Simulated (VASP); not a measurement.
A run of VASP 6.6.1 is set up as follows.

The input POSCAR:

```
Pd
1.0
    2.6426018963      0.0000000000      0.0000000000
   -1.3213009482      2.2885603743      0.0000000000
    0.0000000000      0.0000000000      8.7291880290
Pd
4
Direct
    0.0000000000      0.0000000000      0.0000000000
    0.0000000000      0.0000000000      0.5000000000
    0.3333333333      0.6666666667      0.2500000000
    0.6666666667      0.3333333333      0.7500000000
```

INCAR.step1

```
SYSTEM = Pd
PREC     = Accurate       ! precision mode
ENCUT    = 520            ! plane-wave cutoff, eV
ISMEAR   = -1             ! smearing method
SIGMA    = 0.05           ! smearing width, eV
LREAL    = .FALSE.        ! projectors in reciprocal space
LASPH    = .TRUE.         ! aspherical terms in the spheres
NELM     = 150            ! most SCF steps
ISPIN    = 2              ! spin polarisation
MAGMOM   = 0.438 0.438 0.453 0.453 ! initial moments
LMAXMIX  = 4              ! l up to which the mixer works
NBANDS   = 32             ! bands
GGA      = PE             ! functional
ALGO     = Normal         ! electronic algorithm
EDIFF    = 1E-4           ! SCF threshold, eV
LWAVE    = .TRUE.         ! write WAVECAR
LCHARG   = .FALSE.        ! write CHGCAR
```

File INCAR.step2:

```
SYSTEM = Pd
PREC     = Accurate       ! precision mode
ENCUT    = 520            ! plane-wave cutoff, eV
EDIFF    = 1E-6           ! SCF threshold, eV
ISMEAR   = -1             ! smearing method
SIGMA    = 0.05           ! smearing width, eV
LREAL    = .FALSE.        ! projectors in reciprocal space
LASPH    = .TRUE.         ! aspherical terms in the spheres
NELM     = 150            ! most SCF steps
ALGO     = Normal         ! electronic algorithm
ISIF     = 2              ! what is computed and relaxed
LWAVE    = .FALSE.        ! write WAVECAR
LCHARG   = .FALSE.        ! write CHGCAR
ISPIN    = 2              ! spin polarisation
MAGMOM   = 0.438 0.438 0.453 0.453 ! initial moments
LORBIT   = 11             ! projections on sites
LMAXMIX  = 4              ! l up to which the mixer works
METAGGA  = R2SCAN         ! meta-GGA
LMIXTAU  = .TRUE.       
NBANDS   = 32             ! bands
ISTART   = 1
```

KPOINTS

```
Automatic mesh
0
G
  15 15 4
  0 0 0
```

Potentials or basis: VASP PAW PBE potentials, release 64 (Pd).

Launch:

```bash
$ cat potpaw_PBE.64/Pd/POTCAR > POTCAR
$ cp INCAR.step1 INCAR
$ mpirun -np 1 vasp_std > vasp.out
$ cp INCAR.step2 INCAR
$ mpirun -np 1 vasp_std > vasp.out
```

Task: Estimate the pressure.

Result: 33.8 GPa.

Task: Predict the net moment.

Result: 0.00 μB per cell.

Task: Predict the band gap on the k mesh.

Result: Zero (filled and empty bands overlap).

Stress tensor (GPa, compression positive):
```
33.96  0.00  0.00
 0.00 33.96  0.00
 0.00  0.00 33.51
```

Caveat: the PAW data sets were made with another functional, which shifts forces and pressure a little.
